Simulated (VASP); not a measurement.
# SiPb (Pm-3m) in VASP: notebook, part 2 of 2

VASP 6.6.1. The steps go on from the part before.

## Step 3: Single point, PBEsol

This run uses another cell than the first one, of 28.93 Å³/atom, 1.077 times its volume.

The input, INCAR:

```
PREC = Accurate
ENCUT = 500
EDIFF = 1E-6
ISMEAR = 0
SIGMA = 0.05
LREAL = False
LASPH = True
NELM = 120
ALGO = Normal
ISIF = 2
LWAVE = False
LCHARG = False
GGA = PS
NBANDS = 16
GGA_COMPAT = False
```

The input, KPOINTS:

```
Automatic mesh
0
Gamma
  4 4 4
```

The input, POSCAR:

```
SiPb
1.0
    3.8676694533      0.0000000000      0.0000000000
    0.0000000000      3.8676694533      0.0000000000
    0.0000000000      0.0000000000      3.8676694533
Pb Si
1 1
Direct
    0.0000000000      0.0000000000      0.0000000000
    0.5000000000      0.5000000000      0.5000000000
```

Potentials or basis: VASP PAW PBE potentials, release 64 (Pb_d, Si).

Run with:

```console
$ cat potpaw_PBE.64/Pb_d/POTCAR potpaw_PBE.64/Si/POTCAR > POTCAR
$ mpirun -np 1 vasp_std > vasp.out
```

OUTCAR:

```text
PREC = Accurate
   ENCUT = 500
   EDIFF = 1E-6
   ISMEAR = 0
   LREAL = False
   LASPH = True
   NELM = 120
   ISIF = 2
   GGA = PS

 ion  position               nearest neighbor table
   1  0.000  0.000  0.000-   2 3.35   2 3.35   2 3.35   2 3.35   2 3.35   2 3.35   2 3.35   2 3.35

   2  0.500  0.500  0.500-   1 3.35   1 3.35   1 3.35   1 3.35   1 3.35   1 3.35   1 3.35   1 3.35

  LATTYP: Found a simple cubic cell.
 ALAT       =     3.8676694533

  Lattice vectors:

 A1 = (   3.8676694533,   0.0000000000,   0.0000000000)
 A2 = (   0.0000000000,   3.8676694533,   0.0000000000)
 A3 = (   0.0000000000,   0.0000000000,   3.8676694533)

Analysis of symmetry for initial positions (statically):
=====================================================================
 Subroutine PRICEL returns:
 Original cell was already a primitive cell.

 Routine SETGRP: Setting up the symmetry group for a
 simple cubic supercell.

 Subroutine GETGRP returns: Found 48 space group operations
 (whereof 48 operations were pure point group operations)
 out of a pool of 48 trial point group operations.

The static configuration has the point symmetry O_h .

Analysis of symmetry for dynamics (positions and initial velocities):
=====================================================================
 Subroutine PRICEL returns:
 Original cell was already a primitive cell.

 Routine SETGRP: Setting up the symmetry group for a
 simple cubic supercell.

 Subroutine GETGRP returns: Found 48 space group operations
 (whereof 48 operations were pure point group operations)
 out of a pool of 48 trial point group operations.

The dynamic configuration has the point symmetry O_h .

 Subroutine INISYM returns: Found 48 space group operations
 (whereof 48 operations are pure point group operations),
 and found     1 'primitive' translations

----------------------------------------------------------------------------------------

[... 96 lines left out ...]
     AMIX     =   0.40;   BMIX     =  1.00
     AMIX_MAG =   1.60;   BMIX_MAG =  1.00
  volume/ion in A,a.u.               =      28.93       195.22
  Fermi-wavevector in a.u.,A,eV,Ry     =   1.109302  2.096276 16.742650  1.230550
  Thomas-Fermi vector in A             =   2.245840
   LORBIT       =      0    0 simple, 1 ext, 2 COOP (PROOUT), +10 PAW based schemes
   GGA     = PS    functional components
   LHFCALC =     F    Hartree Fock is set to
   AEXX    =    0.0000 exact exchange contribution
   IVDW    =     0    specifies the selected vdW correction
   LEPSILON=     F    determine dielectric tensor
   LRPA    =     F    only Hartree local field effects (RPA)
 non-spin polarized calculation
 Gauss-broadening in eV      SIGMA  =   0.05
  energy-cutoff  :      500.00
  volume of cell :       57.86
 maximum number of plane-waves:      1492
   NGX = 15   NGY = 15   NGZ = 15

 number of electron      17.9999987 magnetization

 Free energy of the ion-electron system (eV)
  ---------------------------------------------------
  ext. energy  EPLUGINS =         0.00000000
  ---------------------------------------------------
  free energy    TOTEN  =        -8.25349472 eV

  energy without entropy =       -8.24292700  energy(sigma->0) =       -8.24821086

 E-fermi :   5.5981     XC(G=0):  -9.6245

 val. band max:        5.2483281785   @ k =   0.5000   0.2500   0.2500
 cond. band min:       5.6125305867   @ k =   0.2500   0.2500   0.2500
 fundamental gap:      0.3642024083
 Fermi energy:         5.5980584782

 k-point     1 :       0.0000    0.0000    0.0000
  band No.  band energies     occupation
      1     -11.6257      2.00000
      2     -11.6257      2.00000
      3     -11.5162      2.00000
      4     -11.5162      2.00000
      5     -11.5162      2.00000
      6      -5.5084      2.00000
[... 167 lines left out ...]
      3     -11.5901      2.00000
      4     -11.4643      2.00000
      5     -11.4643      2.00000
      6      -1.4800      2.00000
[... 8 lines left out ...]
     15      19.9770      0.00000
     16      19.9985      0.00000

------------------------ aborting loop because EDIFF is reached ----------------------------------------

  FORCE on cell =-STRESS in cart. coord.  units (eV):
  Direction    XX          YY          ZZ          XY          YZ          ZX
  --------------------------------------------------------------------------------------
  -------------------------------------------------------------------------------------
  Total       -3.1036528     -3.1036528     -3.1036528      0.0000000     -0.0000000      0.0000000
  in kB      -85.9479781    -85.9479781    -85.9479781      0.0000000     -0.0000000      0.0000000
  external PRESSURE =     -85.9479781 kB  Pullay stress =       0.0000000 kB

 VOLUME and BASIS-vectors are now :
 -----------------------------------------------------------------------------
  energy-cutoff  :      500.00
  volume of cell :       57.86
      direct lattice vectors                 reciprocal lattice vectors
     3.867669453  0.000000000  0.000000000     0.258553636  0.000000000  0.000000000
     0.000000000  3.867669453  0.000000000     0.000000000  0.258553636  0.000000000
     0.000000000  0.000000000  3.867669453     0.000000000  0.000000000  0.258553636

 POSITION                                       TOTAL-FORCE (eV/Angst)
 -----------------------------------------------------------------------------------
      0.00000      0.00000      0.00000         0.000000      0.000000      0.000000
      1.93383      1.93383      1.93383         0.000000      0.000000      0.000000
 -----------------------------------------------------------------------------------
    total drift:                               -0.000000      0.000000     -0.000000

  FREE ENERGIE OF THE ION-ELECTRON SYSTEM (eV)
  ---------------------------------------------------
  free  energy   TOTEN  =        -8.2534947224 eV

  energy  without entropy=       -8.2429269991  energy(sigma->0) =       -8.24821086
```

stdout:

```text
POSCAR found type information on POSCAR PbSi
 POSCAR found :  2 types and       2 ions
 scaLAPACK will be used
 -----------------------------------------------------------------------------
|                                                                             |
|                                                                             |
|     You enforced a specific xc type in the INCAR file but a different       |
|     I HOPE YOU KNOW WHAT YOU ARE DOING!                                     |
|                                                                             |
 -----------------------------------------------------------------------------

 LDA part: xc-table for (Slater+PW92), standard interpolation
 POSCAR, INCAR and KPOINTS ok, starting setup
 FFT: planning ... GRIDC
 FFT: planning ... GRID_SOFT
 FFT: planning ... GRID
 WAVECAR not read
 entering main loop
```

It took 4.3 s on 1 thread of Intel Xeon 6975P-C (Granite Rapids), shared host; peak memory 0.15 GiB.

What came out:

| Property | Result |
| --- | --- |
| Free energy | -8.2535 eV |
| Pressure | -8.6 GPa |
| Band gap on the k mesh | zero (band 9 reaches 6.74 eV, above the bottom of band 10 at 4.26 eV) |

Levels at points of the mesh, in eV from the Fermi level:
| k point | band 7 | band 8 | band 9 | band 10 | band 11 | band 12 |
| --- | --- | --- | --- | --- | --- | --- |
| (0.00, 0.00, 0.00) | -4.42 | -0.59 | -0.59 | -0.59 | 3.84 | 3.84 |
| (0.50, 0.00, 0.00) | -7.98 | 0.67 | 1.14 | 1.45 | 1.45 | 2.42 |
| (0.50, 0.50, 0.00) | -6.49 | -3.98 | -3.98 | 1.92 | 4.01 | 4.62 |
| (0.50, 0.50, 0.50) | -5.78 | -1.33 | -1.33 | -1.33 | -1.30 | -1.30 |

Caveat: the k points lie up to 0.41 Å⁻¹ apart; the PAW data sets were made with another functional, which shifts forces and pressure a little; spin-orbit coupling is left out, which moves the levels of the heavy elements.
